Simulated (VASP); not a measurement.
A run of VASP 6.6.1:

Contents of INCAR:

```
PREC = Accurate
ENCUT = 630
EDIFF = 1E-6
ISMEAR = 0
SIGMA = 0.01
LREAL = False
LASPH = True
NELM = 120
ALGO = Normal
ISIF = 2
LWAVE = False
LCHARG = False
GGA = PE
NBANDS = 20
GGA_COMPAT = False
```

KPOINTS

```
Automatic mesh
0
Gamma
  6 6 6
```

File POSCAR:

```
CdS
1.0
    0.0000000000      2.9333580858      2.9333580858
    2.9333580858      0.0000000000      2.9333580858
    2.9333580858      2.9333580858      0.0000000000
Cd S
1 1
Direct
    0.0000000000      0.0000000000      0.0000000000
    0.2500000000      0.2500000000      0.2500000000
```

Potentials or basis: VASP PAW PBE potentials, release 64 (Cd_sv_GW, S).

Launch:

```sh
$ cat potpaw_PBE.64/Cd_sv_GW/POTCAR potpaw_PBE.64/S/POTCAR > POTCAR
$ mpirun -np 1 vasp_std > vasp.out
```

Hardware: 1 thread of AMD EPYC 7R43 64-Core Processor (Zen 3), on a shared host.

Task: How long does it take, and how much memory?

Result: Run time: 48 s on 1 thread of AMD EPYC 7R43 64-Core Processor (Zen 3) (shared host), peak memory 0.17 GiB. Counts: scf iterations 14, k points 16.
